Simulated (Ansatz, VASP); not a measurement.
# Two plane-wave programs on GaP

Contents of POSCAR:

```
GaP
1.0
    0.0000000000      2.5585353464      2.5585353464
    2.5585353464      0.0000000000      2.5585353464
    2.5585353464      2.5585353464      0.0000000000
Ga P
1 1
Direct
    0.0000000000      0.0000000000      0.0000000000
    0.5000000000      0.5000000000      0.5000000000
```

The input INCAR.step1:

```
SYSTEM = GaP
  PREC = Accurate
  ENCUT = 520
  EDIFF = 1E-5
  ISMEAR = -1
  SIGMA = 0.02
  LREAL = .False.
  LASPH = .True.
  NELM = 80
  ALGO = Normal
  ISIF = 2
  LWAVE = .True.
  LCHARG = .False.
  NBANDS = 16
  GGA = PE
```

INCAR.step2

```
SYSTEM = GaP
  PREC = Accurate
  ENCUT = 520
  EDIFF = 1E-7
  ISMEAR = -1
  SIGMA = 0.02
  LREAL = .False.
  LASPH = .True.
  NELM = 80
  ALGO = Normal
  ISIF = 2
  LWAVE = .False.
  LCHARG = .False.
  GGA = PE
  LHFCALC = .True.
  HFSCREEN = 0.2079
  PRECFOCK = Normal
  NBANDS = 16
  ISTART = 1
```

File KPOINTS:

```
Automatic mesh
0
Gamma
  4 4 4
  0 0 0
```

Input for Ansatz:

```yaml
crystal:
  lattice:
    - [0.0, 2.5585353464, 2.5585353464]
    - [2.5585353464, 0.0, 2.5585353464]
    - [2.5585353464, 2.5585353464, 0.0]
  atoms:
    - { symbol: Ga, position: [0.0, 0.0, 0.0] }
    - { symbol: P, position: [0.5, 0.5, 0.5] }
kpoints:
  mp_grid: { grid: [4, 4, 4] }
hamiltonian:
  xc: hse06
scf:
  occupations: { method: fermi_dirac, width: 0.02 }
  n_extra_bands: 4
output:
  forces: true
  stress: true
  eigenvalues: true
```

Alike in both runs: task single point; functional HSE06; k mesh 4 × 4 × 4; occupations fermi-dirac, width 0.02 eV; no spin polarisation.

|  | VASP | Ansatz |
| --- | --- | --- |
| version | VASP 6.6.1 | Ansatz 0.2.0 |
| potentials or method | VASP PAW PBE potentials, release 64 (Ga_d, P) | plane waves, PAW |
| plane-wave cutoff (eV) | 520 | 420 |
| valence electrons in the cell | 18 | 18 |

|  | VASP | Ansatz | Ansatz less VASP |
| --- | --- | --- | --- |
| pressure (GPa) | 0.5 | 0.5 | +0.04 |

Ansatz's warnings: filled band counts differ across k points, stress exchange threshold loose, stress scf threshold loose.

The k mesh is coarse, so the values compare programs but aren't converged.
